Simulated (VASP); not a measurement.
Co, 2 atoms in the cell. The structure is hexagonal, space group P6_3/mmc (No. 194). Conventional cell: a = 2.527 Å, b = 2.527 Å, c = 4.083 Å, α = 90.00°, β = 90.00°, γ = 120.00°. Within 3.3 Å of Co (site symmetry -6m2) lie 12 Co at 2.51 to 2.53 Å. 

```yaml
Program: VASP 6.6.1
Task: relaxation of shape and atoms at fixed volume
Functional: PBE
Potentials_or_basis: VASP PAW PBE potentials, release 64 (Co)
Cutoff: 600 eV
k_mesh: 20 × 20 × 12
Occupations: gaussian, width 0.05 eV
Spin: collinear spin, ferromagnetic start
Starting_moments: "[1.86, 1.86] μB"
Dipole_correction: no
Further_INCAR_settings: ALGO = Fast; EDIFF = 1e-07; IBRION = 2; EDIFFG = -0.01; NSW = 60; ISIF = 4
```

Potentials or basis: VASP PAW PBE potentials, release 64 (Co).

Run with:

```sh
$ cat potpaw_PBE.64/Co/POTCAR > POTCAR
$ mpirun -np 1 vasp_std > vasp.out
```

Hardware: 1 thread of Oxide Virtual Turin-like Processor, with other jobs on the host.

**Question.** Estimate the wall time of this run.

**Answer.** It took 6.2 min on 1 thread of Oxide Virtual Turin-like Processor, with other jobs on the host, peak memory 0.26 GiB. Counts: scf iterations 16, k points 308, ion steps 1.
